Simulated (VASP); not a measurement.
# C (a cell with a defect) in VASP: single point with PBE

Aim: the single point of C (a cell with a defect) with PBE.

All numbers are computed with VASP 6.6.1; they aren't measurements. Logs are shortened: lines on timing, memory, paths and dates and some standing lists are left out, and cuts for length are marked.

**1. The cell of the first run**

The cell holds a defect, 29 atoms: a = 6.526 Å, b = 6.526 Å, c = 9.367 Å, α = 69.61°, β = 69.61°, γ = 60.00°.

**2. Single point, PBE**

Input file INCAR:

```
SYSTEM = C
  PREC = Accurate
  ENCUT = 520
  EDIFF = 1E-7
  ISMEAR = 0
  SIGMA = 0.1
  LREAL = Auto
  LASPH = .True.
  NELM = 80
  ALGO = Normal
  ISIF = 2
  LWAVE = .False.
  LCHARG = .True.
  GGA = PE
  LELF = .True.
  LVHAR = .True.
  NBANDS = 78
```

Input file KPOINTS:

```
Automatic mesh
0
Gamma
  4 4 4
  0 0 0
```

Input file POSCAR:

```
C
1.0
    6.1662906811     -2.1360657508      0.0000000000
    1.2332581362     -6.4081972523      0.0000000000
    2.4665162724     -2.8480876677     -8.5756693636
C
29
Direct
    0.2692908982      0.7727991419      0.2604634000
    0.1262172412      0.4866948017      0.2610570563
   -0.0166819849      0.2010391862      0.2614066500
    0.8407083796      0.9156225624      0.2604279509
    0.6976729874      0.6299054794      0.2606735294
    0.5548957421      0.3440472560      0.2607246041
    0.4115060145      0.0579175066      0.2621166821
    0.6022517762      0.1057803684      0.2611756476
    0.4594587091      0.8202350032      0.2611929058
    0.3168328235      0.5346403229      0.2605578533
    0.1734706043      0.2483276446      0.2621583115
    0.0311332835      0.9633007021      0.2605191391
    0.8883250525      0.6774624443      0.2604594353
    0.7454220853      0.3916336304      0.2607886225
    0.2656499181      0.6128627829      0.7138961101
    0.1229900359      0.3207840647      0.7095408815
    0.9867123050      0.0395278967      0.7045629611
    0.8420881560      0.7494320427      0.7085213693
    0.6997732826      0.4641835606      0.7077445203
    0.5543691984      0.1627286052      0.7392507490
    0.4146466055      0.8909401166      0.7103421018
    0.6058652765      0.9325032811      0.7132024033
    0.4588708697      0.6565624569      0.7105644751
    0.2998693737      0.3654755372      0.7391208466
    0.1755554707      0.0852214513      0.7075221470
    1.0326934316      0.7992008405      0.7088086938
    0.8907943274      0.5120171920      0.7042920784
    0.7508178791      0.2272617992      0.7101867786
    0.3745882955      0.2099857064      0.8934549217
```

Potentials or basis: VASP PAW PBE potentials, release 64 (C).

Launch:

```
$ cat potpaw_PBE.64/C/POTCAR > POTCAR
$ mpirun -np 1 vasp_std > vasp.out
```

OUTCAR:

```text
SYSTEM = C
   PREC = Accurate
   ENCUT = 520
   EDIFF = 1E-7
   ISMEAR = 0
   LREAL = Auto
   LASPH = .True.
   NELM = 80
   ISIF = 2
   GGA = PE

 ion  position               nearest neighbor table
   1  0.269  0.773  0.260-   9 1.42  12 1.42  10 1.42
   2  0.126  0.487  0.261-  11 1.42  13 1.42  10 1.42
   3  0.983  0.201  0.261-  11 1.42  12 1.42  14 1.42
   4  0.841  0.916  0.260-  12 1.42  13 1.42   8 1.42
   5  0.698  0.630  0.261-   9 1.42  13 1.42  14 1.42
   6  0.555  0.344  0.261-  10 1.42   8 1.42  14 1.42
[... 11 lines left out ...]
  18  0.842  0.749  0.709-  22 1.40  27 1.43  26 1.44
  19  0.700  0.464  0.708-  28 1.40  27 1.42  23 1.44
  20  0.554  0.163  0.739-  28 1.45  22 1.46  24 1.52  29 1.53
  21  0.415  0.891  0.710-  23 1.41  22 1.41  25 1.44
  22  0.606  0.933  0.713-  18 1.40  21 1.41  20 1.46
  23  0.459  0.657  0.711-  21 1.41  15 1.41  19 1.44
  24  0.300  0.365  0.739-  16 1.45  15 1.46  20 1.52  29 1.53
  25  0.176  0.085  0.708-  16 1.40  17 1.42  21 1.44
  26  0.033  0.799  0.709-  15 1.40  17 1.43  18 1.44
  27  0.891  0.512  0.704-  16 1.40  19 1.42  18 1.43
  28  0.751  0.227  0.710-  19 1.40  17 1.41  20 1.45
  29  0.375  0.210  0.893-  20 1.53  24 1.53

  LATTYP: Found a trigonal (rhomboedric) cell.
 ALAT       =     9.3668250181
 COS(alpha) =     0.7573103810

  Lattice vectors:

 A1 = (  -3.6997744087,  -0.7120219169,  -8.5756693636)
 A2 = (   1.2332581362,   3.5601095846,  -8.5756693636)
 A3 = (   2.4665162724,  -2.8480876677,  -8.5756693636)

Analysis of symmetry for initial positions (statically):
=====================================================================
 Subroutine PRICEL returns:
 Original cell was already a primitive cell.

 Routine SETGRP: Setting up the symmetry group for a
 trigonal (rhombohedral) supercell.

 Subroutine GETGRP returns: Found  1 space group operations
 (whereof  1 operations were pure point group operations)
 out of a pool of 12 trial point group operations.

The static configuration has the point symmetry C_1 .

Analysis of symmetry for dynamics (positions and initial velocities):
=====================================================================
 Subroutine PRICEL returns:
 Original cell was already a primitive cell.

 Routine SETGRP: Setting up the symmetry group for a
 trigonal (rhombohedral) supercell.

 Subroutine GETGRP returns: Found  1 space group operations
 (whereof  1 operations were pure point group operations)
 out of a pool of 12 trial point group operations.

The dynamic configuration has the point symmetry C_1 .

 Subroutine INISYM returns: Found  1 space group operations
 (whereof  1 operations are pure point group operations),
 and found     1 'primitive' translations

----------------------------------------------------------------------------------------

                                     Primitive cell

  volume of cell :     316.2749

  direct lattice vectors                    reciprocal lattice vectors
     6.166290681 -2.136065751  0.000000000     0.173755768  0.033439313  0.038869658
     1.233258136 -6.408197252  0.000000000    -0.057918589 -0.167196565  0.038869658
     2.466516272 -2.848087668 -8.575669364     0.000000000  0.000000000 -0.116608973

  length of vectors
     6.525788662  6.525788662  9.366825018     0.181163199  0.181163199  0.116608973

  position of ions in fractional coordinates (direct lattice)
     0.269290898  0.772799142  0.260463400
     0.126217241  0.486694802  0.261057056
     0.983318015  0.201039186  0.261406650
     0.840708380  0.915622562  0.260427951
     0.697672987  0.629905479  0.260673529
     0.554895742  0.344047256  0.260724604
[... 21 lines left out ...]
     0.750817879  0.227261799  0.710186779
     0.374588295  0.209985706  0.893454922

  ion indices of the primitive-cell ions
   primitive index   ion index
                 1           1
                 2           2
                 3           3
                 4           4
                 5           5
                 6           6
[... 21 lines left out ...]
                28          28
                29          29

----------------------------------------------------------------------------------------

 KPOINTS: Automatic mesh

Automatic generation of k-mesh.
 Grid dimensions read from file:
 generate k-points for:    4    4    4

 Generating k-lattice:

  Cartesian coordinates                     Fractional coordinates (reciprocal lattice)
     0.043438942  0.008359828  0.009717414     0.250000000  0.000000000  0.000000000
    -0.014479647 -0.041799141  0.009717414     0.000000000  0.250000000 -0.000000000
     0.000000000  0.000000000 -0.029152243     0.000000000  0.000000000  0.250000000

  Length of vectors
     0.045290800  0.045290800  0.029152243

  Shift w.r.t. Gamma in fractional coordinates (k-lattice)
     0.000000000  0.000000000  0.000000000

 Subroutine IBZKPT returns following result:
 ===========================================

 Found     36 irreducible k-points:

 Following reciprocal coordinates:
            Coordinates               Weight
  0.000000  0.000000  0.000000      1.000000
  0.250000  0.000000  0.000000      2.000000
 -0.000000  0.250000  0.000000      2.000000
 -0.250000 -0.250000 -0.250000      2.000000
  0.500000  0.000000  0.000000      1.000000
 -0.000000  0.500000  0.000000      1.000000
[... 16 lines left out ...]
  0.000000  0.000000  0.250000      2.000000
  0.500000  0.000000  0.250000      2.000000
 [... further k-points ...]
   k-points           NKPTS =     36   k-points in BZ     NKDIM =     36   number of bands    NBANDS=     78
   number of dos      NEDOS =    301   number of ions     NIONS =     29
   total plane-waves  NPLWV = 175000
   dimension x,y,z NGX =    50 NGY =   50 NGZ =   70
   dimension x,y,z NGXF=   100 NGYF=  100 NGZF=  140
   ions per type =              29
   NGX,Y,Z   is equivalent  to a cutoff of  12.74, 12.74, 12.42 a.u.
   NGXF,Y,Z  is equivalent  to a cutoff of  25.48, 25.48, 24.85 a.u.
 SYSTEM =  C
   PREC   = accura    normal or accurate (medium, high low for compatibility)
   ISTART =      0    job   : 0-new  1-cont  2-samecut
   ICHARG =      2    charge: 1-file 2-atom 10-const
   ISPIN  =      1    spin polarized calculation?
   LNONCOLLINEAR =      F non collinear calculations
   LSORBIT =      F    spin-orbit coupling
   LASPH  =      T    aspherical Exc in radial PAW
   ENCUT  =  520.0 eV  38.22 Ry    6.18 a.u.  12.13 12.13 17.42*2*pi/ulx,y,z
   NELM   =     80;   NELMIN=  2; NELMDL= -5     # of ELM steps
   EDIFF  = 0.1E-06   stopping-criterion for ELM
   LREAL  =      T    real-space projection
   EDIFFG = 0.1E-05   stopping-criterion for IOM
   NSW    =      0    number of steps for IOM
   IBRION =     -1    ionic relax: 0-MD 1-quasi-New 2-CG
   NFREE  =      0    steps in history (QN), initial steepest desc. (CG)
   ISIF   =      2    stress and relaxation
   ISYM   =      2    0-nonsym 1-usesym 2-fastsym
   POTIM  = 0.5000    time-step for ionic-motion
   TEBEG  =    0.0;   TEEND  =   0.0 temperature during run
   PSTRESS=    0.0 pullay stress
   NELECT =     116.0000    total number of electrons
   NUPDOWN=      -1.0000    fix difference up-down
   EMIN   =  10.00;   EMAX   =-10.00  energy-range for DOS
   EFERMI =   0.00;   METHOD = LEGACY
   ISMEAR =     0;   SIGMA  =   0.10  broadening in eV -4-tet -1-fermi 0-gaus
   EFERMI_NEDOS =   21; number of points for ismear=-14 and -15
   IALGO  =     38    algorithm
   IMIX   =      4    mixing-type and parameters
     AMIX     =   0.40;   BMIX     =  1.00
     AMIX_MAG =   1.60;   BMIX_MAG =  1.00
  volume/ion in A,a.u.               =      10.91        73.60
  Fermi-wavevector in a.u.,A,eV,Ry     =   1.171852  2.214478 18.684011  1.373236
  Thomas-Fermi vector in A             =   2.308289
   LORBIT       =      0    0 simple, 1 ext, 2 COOP (PROOUT), +10 PAW based schemes
   GGA     = PE    functional components
   LHFCALC =     F    Hartree Fock is set to
   AEXX    =    0.0000 exact exchange contribution
   IVDW    =     0    specifies the selected vdW correction
   LEPSILON=     F    determine dielectric tensor
   LRPA    =     F    only Hartree local field effects (RPA)
 non-spin polarized calculation
 Gauss-broadening in eV      SIGMA  =   0.10
  energy-cutoff  :      520.00
  volume of cell :      316.27
 maximum number of plane-waves:      8542
 NGX is ok and might be reduce to    50
   NGX = 25   NGY = 25   NGZ = 35

 number of electron     115.9999998 magnetization

 Free energy of the ion-electron system (eV)
  ---------------------------------------------------
  ext. energy  EPLUGINS =         0.00000000
  ---------------------------------------------------
  free energy    TOTEN  =      -261.18213394 eV

  energy without entropy =     -261.16952668  energy(sigma->0) =     -261.17583031

 E-fermi :   2.5040     XC(G=0):  -8.9119

 val. band max:        2.4728791149   @ k =   0.5000   0.0000   0.0000
 cond. band min:       2.7026600575   @ k =  -0.2500   0.5000   0.5000
 fundamental gap:      0.2297809426
 Fermi energy:         2.5040361519

 k-point     1 :       0.0000    0.0000    0.0000
  band No.  band energies     occupation
      1     -17.3136      2.00000
      2     -16.3564      2.00000
      3     -15.1031      2.00000
      4     -13.7280      2.00000
      5     -13.6963      2.00000
      6     -13.6300      2.00000
[... 62 lines left out ...]
     69       7.1766      0.00000
     70       7.1768      0.00000

 k-point     2 :       0.2500    0.0000    0.0000
  band No.  band energies     occupation
      1     -17.1434      2.00000
      2     -16.1459      2.00000
      3     -15.5514      2.00000
      4     -14.6306      2.00000
      5     -14.4781      2.00000
      6     -14.2303      2.00000
[... 1598 lines left out ...]
 k-point    24 :       0.5000    0.0000    0.2500
  band No.  band energies     occupation
      1     -16.8491      2.00000
      2     -16.0913      2.00000
      3     -15.5228      2.00000
      4     -15.5104      2.00000
      5     -14.9033      2.00000
      6     -14.4312      2.00000
[... 62 lines left out ...]
     69       8.3091      0.00000
     70       8.4383      0.00000

 [... further k-points ...]

 [bands above 70 left out]

------------------------ aborting loop because EDIFF is reached ----------------------------------------

  FORCE on cell =-STRESS in cart. coord.  units (eV):
  Direction    XX          YY          ZZ          XY          YZ          ZX
  --------------------------------------------------------------------------------------
  -------------------------------------------------------------------------------------
  Total        5.9694749      5.8400502      1.1429911     -0.8699385      0.1407244     -0.1278134
  in kB       30.2400179     29.5843813      5.7901358     -4.4069129      0.7128784     -0.6474738
  external PRESSURE =      21.8715117 kB  Pullay stress =       0.0000000 kB

 VOLUME and BASIS-vectors are now :
 -----------------------------------------------------------------------------
  energy-cutoff  :      520.00
  volume of cell :      316.27
      direct lattice vectors                 reciprocal lattice vectors
     6.166290681 -2.136065751  0.000000000     0.173755768  0.033439313  0.038869658
     1.233258136 -6.408197252  0.000000000    -0.057918589 -0.167196565  0.038869658
     2.466516272 -2.848087668 -8.575669364     0.000000000  0.000000000 -0.116608973

 POSITION                                       TOTAL-FORCE (eV/Angst)
 -----------------------------------------------------------------------------------
      3.25602     -6.26929     -2.23365        -0.008289     -0.005587      0.002317
      2.02241     -4.13196     -2.23874        -0.001614     -0.000710     -0.005536
      6.95612     -4.13324     -2.24174        -0.000257     -0.003358      0.001081
      6.95560     -8.40502     -2.23334         0.001873     -0.003699      0.002344
      5.72185     -6.26926     -2.23545        -0.003606      0.000099     -0.002634
      4.48903     -4.13258     -2.23589        -0.002755      0.002234     -0.001791
[... 21 lines left out ...]
      6.66172     -5.08281     -6.09033        -0.001346      0.008579      0.000414
      4.77251     -4.69041     -7.66197         0.004026     -0.002911     -0.094671
 -----------------------------------------------------------------------------------
    total drift:                               -0.000432     -0.021349     -0.009994

  FREE ENERGIE OF THE ION-ELECTRON SYSTEM (eV)
  ---------------------------------------------------
  free  energy   TOTEN  =      -261.1821339360 eV

  energy  without entropy=     -261.1695266771  energy(sigma->0) =     -261.17583031
```

It took 15 min on 1 thread of Intel Xeon 6975P-C (Granite Rapids), shared host; peak memory 0.73 GiB.

What came out:

- Free energy: -261.1821 eV
- Pressure: 2.2 GPa
- Largest force: 0.095 eV/Å
- Band gap on the k mesh: zero (bands 58 and 59 overlap by 0.05 eV)

Forces on the atoms (eV/Å):
```
C   -0.008 -0.006  0.002
C   -0.002 -0.001 -0.006
C    0.000 -0.003  0.001
C    0.002 -0.004  0.002
C   -0.004  0.000 -0.003
C   -0.003  0.002 -0.002
C    0.000 -0.003  0.009
C   -0.003 -0.001 -0.004
C   -0.003  0.006 -0.001
C   -0.001 -0.002 -0.001
C    0.001  0.003  0.012
C    0.012  0.001 -0.003
C   -0.001 -0.002  0.001
C   -0.010 -0.009  0.004
C    0.001  0.003  0.002
C    0.013 -0.003  0.001
C   -0.001  0.000 -0.005
C    0.006  0.009  0.001
C    0.000 -0.003  0.004
C    0.031  0.015  0.035
C    0.003  0.009  0.010
C   -0.008 -0.009 -0.001
C    0.000  0.003 -0.008
C   -0.029 -0.015  0.030
C    0.004  0.006  0.001
C   -0.004  0.005  0.010
C   -0.001 -0.008  0.002
C   -0.001  0.009  0.000
C    0.004 -0.003 -0.095
```

Stress tensor (GPa, compression positive):
```
 3.02 -0.44 -0.06
-0.44  2.96  0.07
-0.06  0.07  0.58
```

The gap in the log of VASP goes by the Fermi energy; the results here count the filled bands.